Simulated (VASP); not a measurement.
# Sb (Im-3m) in VASP: settings compared

Aim: see how the results for Sb move with the level of theory and the settings. Levels: PBE0, HSE06. Tasks: single point.

All numbers are computed with VASP 6.6.1; they aren't measurements. Logs are shortened: lines on timing, memory, paths and dates and some standing lists are left out, and cuts for length are marked.

### Step 1. The cell of the first run

Symmetry: Im-3m, No. 229, cubic system. The conventional cell has a = 3.692 Å, b = 3.692 Å, c = 3.692 Å, α = 90.00°, β = 90.00°, γ = 90.00°. Within 4.2 Å of Sb (site symmetry m-3m) lie 14 Sb at 3.20 to 3.69 Å.

### Step 2. Single point, PBE0

Input file POSCAR:

```
Sb
1.0
   -1.8460493956      1.8460493956      1.8460493956
    1.8460493956     -1.8460493956      1.8460493956
    1.8460493956      1.8460493956     -1.8460493956
Sb
1
Direct
    0.0000000000      0.0000000000      0.0000000000
```

Input file INCAR.step1:

```
SYSTEM = Sb
ALGO = Normal
EDIFF = 1E-5
ENCUT = 520
GGA = PE
ISIF = 2
ISMEAR = -1
LASPH = .True.
LREAL = .False.
LWAVE = .True.
NBANDS = 8
NELM = 100
PREC = Accurate
SIGMA = 0.05
```

Input file INCAR.step2:

```
SYSTEM = Sb
AEXX = 0.25
ALGO = Normal
EDIFF = 1E-6
ENCUT = 520
GGA = PE
ISIF = 2
ISMEAR = -1
ISTART = 1
LASPH = .True.
LCHARG = .True.
LELF = .True.
LHFCALC = .True.
LREAL = .False.
LVHAR = .True.
LWAVE = .False.
NBANDS = 8
NELM = 100
PREC = Accurate
PRECFOCK = Normal
SIGMA = 0.05
```

Input file KPOINTS:

```
k-points
0
Gamma
  6 6 6
  0 0 0
```

Potentials or basis: VASP PAW PBE potentials, release 64 (Sb).

Run with:

```bash
$ cat potpaw_PBE.64/Sb/POTCAR > POTCAR
$ cp INCAR.step1 INCAR
$ mpirun -np 1 vasp_std > vasp.out
$ cp INCAR.step2 INCAR
$ mpirun -np 1 vasp_std > vasp.out
```

OUTCAR:

```text
SYSTEM = Sb
   AEXX = 0.25
   EDIFF = 1E-6
   ENCUT = 520
   GGA = PE
   ISIF = 2
   ISMEAR = -1
   ISTART = 1
   LASPH = .True.
   LHFCALC = .True.
   LREAL = .False.
   NELM = 100
   PREC = Accurate
   PRECFOCK = Normal

 ion  position               nearest neighbor table
   1  0.000  0.000  0.000-

  LATTYP: Found a body centered cubic cell.
 ALAT       =     3.6920987912

  Lattice vectors:

 A1 = (  -1.8460493956,   1.8460493956,   1.8460493956)
 A2 = (   1.8460493956,  -1.8460493956,   1.8460493956)
 A3 = (   1.8460493956,   1.8460493956,  -1.8460493956)

Analysis of symmetry for initial positions (statically):
=====================================================================
 Subroutine PRICEL returns:
 Original cell was already a primitive cell.

 Routine SETGRP: Setting up the symmetry group for a
 body centered cubic supercell.

 Subroutine GETGRP returns: Found 48 space group operations
 (whereof 48 operations were pure point group operations)
 out of a pool of 48 trial point group operations.

The static configuration has the point symmetry O_h .

Analysis of symmetry for dynamics (positions and initial velocities):
=====================================================================
 Subroutine PRICEL returns:
 Original cell was already a primitive cell.

 Routine SETGRP: Setting up the symmetry group for a
 body centered cubic supercell.

 Subroutine GETGRP returns: Found 48 space group operations
 (whereof 48 operations were pure point group operations)
 out of a pool of 48 trial point group operations.

The dynamic configuration has the point symmetry O_h .

 Subroutine INISYM returns: Found 48 space group operations
 (whereof 48 operations are pure point group operations),
 and found     1 'primitive' translations

----------------------------------------------------------------------------------------

                                     Primitive cell

  volume of cell :      25.1646

  direct lattice vectors                    reciprocal lattice vectors
    -1.846049396  1.846049396  1.846049396     0.000000000  0.270848657  0.270848657
     1.846049396 -1.846049396  1.846049396     0.270848657  0.000000000  0.270848657
     1.846049396  1.846049396 -1.846049396     0.270848657  0.270848657  0.000000000

  length of vectors
     3.197451346  3.197451346  3.197451346     0.383037844  0.383037844  0.383037844

  position of ions in fractional coordinates (direct lattice)
     0.000000000  0.000000000  0.000000000

  ion indices of the primitive-cell ions
   primitive index   ion index
                 1           1

----------------------------------------------------------------------------------------

 KPOINTS: k-points

Automatic generation of k-mesh.
 Grid dimensions read from file:
 generate k-points for:    6    6    6

 Generating k-lattice:

  Cartesian coordinates                     Fractional coordinates (reciprocal lattice)
     0.000000000  0.045141443  0.045141443     0.166666667  0.000000000  0.000000000
     0.045141443  0.000000000  0.045141443     0.000000000  0.166666667  0.000000000
     0.045141443  0.045141443  0.000000000     0.000000000  0.000000000  0.166666667

  Length of vectors
     0.063839641  0.063839641  0.063839641

  Shift w.r.t. Gamma in fractional coordinates (k-lattice)
     0.000000000  0.000000000  0.000000000

 Subroutine IBZKPT returns following result:
 ===========================================

 Found     16 irreducible k-points:

 Following reciprocal coordinates:
            Coordinates               Weight
  0.000000  0.000000  0.000000      1.000000
  0.166667  0.000000  0.000000     12.000000
  0.333333  0.000000  0.000000     12.000000
  0.500000  0.000000  0.000000      6.000000
  0.166667  0.166667  0.000000     24.000000
  0.333333  0.166667  0.000000     48.000000
  0.333333  0.333333  0.000000      8.000000
  0.166667  0.166667  0.166667      8.000000
  0.333333  0.166667  0.166667     12.000000
 -0.166667  0.166667  0.166667      6.000000
 -0.333333  0.333333  0.166667     24.000000
  0.500000  0.500000  0.166667     12.000000
 -0.333333  0.500000  0.166667     24.000000
 -0.333333  0.333333  0.333333      6.000000
  0.500000  0.500000  0.333333     12.000000
  0.500000  0.500000  0.500000      1.000000
   k-points           NKPTS =     16   k-points in BZ     NKDIM =    216   number of bands    NBANDS=      8
   number of dos      NEDOS =    301   number of ions     NIONS =      1
   total plane-waves  NPLWV =  13824
   dimension x,y,z NGX =    24 NGY =   24 NGZ =   24
   dimension x,y,z NGXF=    48 NGYF=   48 NGZF=   48
   ions per type =               1
   NGX,Y,Z   is equivalent  to a cutoff of  12.48, 12.48, 12.48 a.u.
   NGXF,Y,Z  is equivalent  to a cutoff of  24.96, 24.96, 24.96 a.u.
 SYSTEM =  Sb
   PREC   = accura    normal or accurate (medium, high low for compatibility)
   ISTART =      1    job   : 0-new  1-cont  2-samecut
   ICHARG =      0    charge: 1-file 2-atom 10-const
   ISPIN  =      1    spin polarized calculation?
   LNONCOLLINEAR =      F non collinear calculations
   LSORBIT =      F    spin-orbit coupling
   LASPH  =      T    aspherical Exc in radial PAW
   ENCUT  =  520.0 eV  38.22 Ry    6.18 a.u.   5.95  5.95  5.95*2*pi/ulx,y,z
   NELM   =    100;   NELMIN=  2; NELMDL=  0     # of ELM steps
   EDIFF  = 0.1E-05   stopping-criterion for ELM
   LREAL  =      F    real-space projection
   EDIFFG = 0.1E-04   stopping-criterion for IOM
   NSW    =      0    number of steps for IOM
   IBRION =     -1    ionic relax: 0-MD 1-quasi-New 2-CG
   NFREE  =      0    steps in history (QN), initial steepest desc. (CG)
   ISIF   =      2    stress and relaxation
   ISYM   =      3    0-nonsym 1-usesym 2-fastsym
   POTIM  = 0.5000    time-step for ionic-motion
   TEBEG  =    0.0;   TEEND  =   0.0 temperature during run
   PSTRESS=    0.0 pullay stress
   NELECT =       5.0000    total number of electrons
   NUPDOWN=      -1.0000    fix difference up-down
   EMIN   =  10.00;   EMAX   =-10.00  energy-range for DOS
   EFERMI =   0.00;   METHOD = LEGACY
   ISMEAR =    -1;   SIGMA  =   0.05  broadening in eV -4-tet -1-fermi 0-gaus
   EFERMI_NEDOS =   21; number of points for ismear=-14 and -15
   IALGO  =     38    algorithm
   IMIX   =      1    mixing-type and parameters
     AMIX     =   0.40;   BMIX     =  1.00
     AMIX_MAG =   1.60;   BMIX_MAG =  1.00
  volume/ion in A,a.u.               =      25.16       169.82
  Fermi-wavevector in a.u.,A,eV,Ry     =   0.955289  1.805235 12.416369  0.912577
  Thomas-Fermi vector in A             =   2.084113
   LORBIT       =      0    0 simple, 1 ext, 2 COOP (PROOUT), +10 PAW based schemes
   GGA     = PE    functional components
   LHFCALC =     T    Hartree Fock is set to
   PRECFOCK=normal    Normal, Fast or Accurate (Low or Medium for compatibility)
   ENCUT4O =  -1.0   cutoff for four orbital integrals eV
   NKREDX  =     1    reduce k-point grid by
   NKREDY  =     1    reduce k-point grid by
   NKREDZ  =     1    reduce k-point grid by
   AEXX    =    0.2500 exact exchange contribution
   HFSCREEN=    0.0000 screening length (either q_TF or 0.3 A-1)
   HFSCREENC=   0.0000 screening length for correlation (either q_TF or 0.3 A-1)
   ENCUTFOCK=  -1.0 apply spherical cutoff to Coloumb kernel
   IVDW    =     0    specifies the selected vdW correction
   LEPSILON=     F    determine dielectric tensor
   LRPA    =     F    only Hartree local field effects (RPA)
 non-spin polarized calculation
  energy-cutoff  :      520.00
  volume of cell :       25.16
 maximum number of plane-waves:       685
  NGX = 18; NGY = 18; NGZ = 18

 number of electron       5.0000000 magnetization

 Free energy of the ion-electron system (eV)
  ---------------------------------------------------
  ext. energy  EPLUGINS =         0.00000000
  ---------------------------------------------------
  free energy    TOTEN  =        -5.22810095 eV

  energy without entropy =       -5.22272591  energy(sigma->0) =       -5.22541343

 E-fermi :   8.4899     XC(G=0):  -8.3222

 val. band max:        8.3526869016   @ k =   0.3333   0.1667   0.0000
 cond. band min:       9.1202214775   @ k =   0.5000   0.5000   0.3333
 fundamental gap:      0.7675345759
 Fermi energy:         8.4898997248

 k-point     1 :       0.0000    0.0000    0.0000
  band No.  band energies     occupation
      1      -6.1318      2.00000
      2      16.4186      0.00000
      3      16.4186      0.00000
      4      16.4186      0.00000
      5      21.0882      0.00000
      6      21.0882      0.00000
      7      21.0882      0.00000
      8      22.4675      0.00000

 k-point     2 :       0.1667    0.0000    0.0000
  band No.  band energies     occupation
      1      -5.4514      2.00000
      2      12.2183      0.00000
      3      14.5815      0.00000
      4      15.7937      0.00000
      5      19.0057      0.00000
      6      19.1326      0.00000
      7      21.6469      0.00000
      8      22.4949      0.00000

 k-point     3 :       0.3333    0.0000    0.0000
  band No.  band energies     occupation
      1      -3.4417      2.00000
      2       5.7305      2.00000
      3      12.4416      0.00000
      4      14.6371      0.00000
      5      17.3334      0.00000
      6      17.6154      0.00000
      7      22.8905      0.00000
      8      23.9023      0.00000

 k-point     4 :       0.5000    0.0000    0.0000
  band No.  band energies     occupation
      1      -1.1191      2.00000
      2       1.9355      2.00000
      3      11.6315      0.00000
      4      14.1258      0.00000
      5      16.7877      0.00000
      6      17.0969      0.00000
      7      24.9905      0.00000
      8      25.9590      0.00000

 k-point     5 :       0.1667    0.1667    0.0000
  band No.  band energies     occupation
      1      -4.1017      2.00000
      2       8.2149      1.99186
      3      11.0854      0.00000
      4      14.0444      0.00000
      5      18.8398      0.00000
      6      19.6974      0.00000
      7      22.2445      0.00000
      8      23.3916      0.00000

 k-point     6 :       0.3333    0.1667    0.0000
  band No.  band energies     occupation
      1      -1.6010      2.00000
      2       3.7072      2.00000
      3       8.3527      1.87918
      4      12.9455      0.00000
      5      18.2175      0.00000
      6      20.8091      0.00000
      7      22.4079      0.00000
      8      24.9063      0.00000

 k-point     7 :       0.3333    0.3333    0.0000
  band No.  band energies     occupation
      1      -0.0356      2.00000
      2       4.1996      2.00000
      3       4.1996      2.00000
      4      12.3815      0.00000
      5      19.8381      0.00000
      6      21.6212      0.00000
      7      21.6212      0.00000
      8      26.7560      0.00000

 k-point     8 :       0.1667    0.1667    0.1667
  band No.  band energies     occupation
      1      -2.1792      2.00000
      2       5.4718      2.00000
      3       9.2436      0.00000
      4       9.2436      0.00000
      5      22.7090      0.00000
      6      22.7090      0.00000
      7      24.6542      0.00000
      8      24.6542      0.00000

 k-point     9 :       0.3333    0.1667    0.1667
  band No.  band energies     occupation
      1      -0.2392      2.00000
      2       3.4952      2.00000
      3       6.5625      2.00000
      4       8.0600      1.99963
      5      23.2827      0.00000
      6      23.3541      0.00000
      7      26.3666      0.00000
      8      26.4574      0.00000

 k-point    10 :      -0.1667    0.1667    0.1667
  band No.  band energies     occupation
      1      -4.7719      2.00000
      2      12.1029      0.00000
      3      12.7269      0.00000
      4      12.7269      0.00000
      5      17.2462      0.00000
      6      21.5345      0.00000
      7      21.5345      0.00000
      8      21.9197      0.00000

 k-point    11 :      -0.3333    0.3333    0.1667
  band No.  band energies     occupation
      1      -2.7713      2.00000
      2       6.3356      2.00000
      3      10.6099      0.00000
      4      12.1899      0.00000
      5      16.9492      0.00000
      6      20.2258      0.00000
      7      21.0356      0.00000
      8      23.8667      0.00000

 k-point    12 :       0.5000    0.5000    0.1667
  band No.  band energies     occupation
      1      -0.4927      2.00000
      2       2.6503      2.00000
      3       9.8239      0.00000
      4      11.8588      0.00000
      5      18.3394      0.00000
      6      19.7066      0.00000
      7      20.5826      0.00000
      8      21.3330      0.00000

 k-point    13 :      -0.3333    0.5000    0.1667
  band No.  band energies     occupation
      1      -0.3885      2.00000
      2       4.5490      2.00000
      3       6.2026      2.00000
      4      12.8009      0.00000
      5      16.6253      0.00000
      6      19.1693      0.00000
      7      20.0174      0.00000
      8      25.4534      0.00000

 k-point    14 :      -0.3333    0.3333    0.3333
  band No.  band energies     occupation
      1      -0.8150      2.00000
      2       7.6551      2.00000
      3       7.9717      1.99994
      4       7.9717      1.99994
      5      13.8452      0.00000
      6      18.8196      0.00000
      7      24.4461      0.00000
      8      24.9649      0.00000

 k-point    15 :       0.5000    0.5000    0.3333
  band No.  band energies     occupation
      1       1.3247      2.00000
      2       4.6435      2.00000
      3       7.1821      2.00000
      4       9.1202      0.00001
      5      14.3820      0.00000
      6      15.4883      0.00000
      7      24.2061      0.00000
      8      25.4075      0.00000

 k-point    16 :       0.5000    0.5000    0.5000
  band No.  band energies     occupation
      1       3.2571      2.00000
      2       6.3947      2.00000
      3       6.3947      2.00000
      4       6.3947      2.00000
      5      12.7142      0.00000
      6      12.7142      0.00000
      7      28.2791      0.00000
      8      28.2791      0.00000

------------------------ aborting loop because EDIFF is reached ----------------------------------------

  FORCE on cell =-STRESS in cart. coord.  units (eV):
  Direction    XX          YY          ZZ          XY          YZ          ZX
  --------------------------------------------------------------------------------------
  -------------------------------------------------------------------------------------
  Total        0.4612748      0.4612748      0.4612748      0.0000000      0.0000000     -0.0000000
  in kB       29.3684054     29.3684054     29.3684054      0.0000000      0.0000000     -0.0000000
  external PRESSURE =      29.3684054 kB  Pullay stress =       0.0000000 kB

 VOLUME and BASIS-vectors are now :
 -----------------------------------------------------------------------------
  energy-cutoff  :      520.00
  volume of cell :       25.16
      direct lattice vectors                 reciprocal lattice vectors
    -1.846049396  1.846049396  1.846049396     0.000000000  0.270848657  0.270848657
     1.846049396 -1.846049396  1.846049396     0.270848657  0.000000000  0.270848657
     1.846049396  1.846049396 -1.846049396     0.270848657  0.270848657  0.000000000

 POSITION                                       TOTAL-FORCE (eV/Angst)
 -----------------------------------------------------------------------------------
      0.00000      0.00000      0.00000         0.000000      0.000000      0.000000
 -----------------------------------------------------------------------------------
    total drift:                                0.000000     -0.000000     -0.000000

  FREE ENERGIE OF THE ION-ELECTRON SYSTEM (eV)
  ---------------------------------------------------
  free  energy   TOTEN  =        -5.2281009480 eV

  energy  without entropy=       -5.2227259120  energy(sigma->0) =       -5.22541343
```

Run time: 1.9 min. Hardware: 1 thread of Intel Xeon 6975P-C (Granite Rapids), shared host; peak memory 0.15 GiB.

Results:

```
Free energy : -5.2281 eV
Pressure    : 2.9 GPa
```

Caveat: the k points lie up to 0.40 Å⁻¹ apart; the PAW data sets were made with another functional, which shifts forces and pressure a little; spin-orbit coupling is left out, which moves the levels of the heavy elements.

(Continued in part 2 of 2.)
